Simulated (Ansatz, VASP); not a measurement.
## Two plane-wave programs on Li2Se

The input POSCAR:

```
Li2Se
1.0
    0.0000000000      3.0025000000      3.0025000000
    3.0025000000      0.0000000000      3.0025000000
    3.0025000000      3.0025000000      0.0000000000
Li Se
2 1
Direct
    0.2500000000      0.2500000000      0.2500000000
    0.7500000000      0.7500000000      0.7500000000
    0.0000000000      0.0000000000      0.0000000000
```

Contents of INCAR.step1:

```
  PREC = Accurate
  ENCUT = 830
  ISMEAR = -1
  SIGMA = 0.02
  LREAL = False
  LASPH = True
  NELM = 120
  GGA = PE
  ALGO = Normal
  EDIFF = 1E-5
  LWAVE = True
  LCHARG = False
  GGA_COMPAT = False
  IBRION = 2
  ISIF = 3
  EDIFFG = -0.005
  NELMIN = 4
  NSW = 100
```

File INCAR.step2:

```
  PREC = Accurate
  ENCUT = 830
  EDIFF = 1E-7
  ISMEAR = -1
  SIGMA = 0.02
  LREAL = False
  LASPH = True
  NELM = 120
  ALGO = Normal
  ISIF = 3
  LWAVE = False
  LCHARG = False
  METAGGA = R2SCAN
  LMIXTAU = True
  IBRION = 2
  NSW = 80
  EDIFFG = -0.01
  ISTART = 1
  GGA_COMPAT = False
  NELMIN = 4
```

Contents of KPOINTS:

```
Automatic mesh
0
Gamma
  8 8 8
```

Input for Ansatz:

```yaml
crystal:
  lattice:
    - [0.0, 3.0025, 3.0025]
    - [3.0025, 0.0, 3.0025]
    - [3.0025, 3.0025, 0.0]
  atoms:
    - { symbol: Li, position: [0.25, 0.25, 0.25] }
    - { symbol: Li, position: [0.75, 0.75, 0.75] }
    - { symbol: Se, position: [0.0, 0.0, 0.0] }
  symmetry: { tolerance: 0.0003 }
hamiltonian:
  xc: r2scan
  pseudopotentials: { kind: paw, azcp: { folder: soft_1 } }
basis:
  ecutwfc: 500
magnetization:
  spin_polarized: false
scf:
  occupations: { method: fermi_dirac, width: 0.02 }
kpoints:
  mp_grid: { grid: [8, 8, 8], shift: [0, 0, 0] }
output:
  forces: true
  stress: true
  eigenvalues: true
relax:
  max_steps: 60
  cell: {}
```

Alike in both runs: task relaxation of cell and atoms; functional r2SCAN; k mesh 8 × 8 × 8; occupations fermi-dirac, width 0.02 eV; no spin polarisation.

```csv
,VASP,Ansatz
version,VASP 6.6.1,Ansatz 0.2.0
potentials or method,"VASP PAW PBE potentials, release 64 (Li_sv, Se), cutoff 830 eV",PAW plane waves
valence electrons in the cell,12,22
```

```tsv
	VASP	Ansatz	Ansatz less VASP
gap on the k mesh at the Fermi level, each at its own relaxed structure (eV)	3.46	3.48	+0.021
relaxed volume (Å³/atom)	17.84	17.87	+0.027
relaxed length of the cell vector where the two differ most in proportion (Å)	4.230	4.232	+0.0021
```

VASP's potentials were made for PBE, not for r2SCAN. VASP's potentials hold 12 valence electrons a cell and Ansatz's 22, so a difference there can come from the potentials and not from the codes.
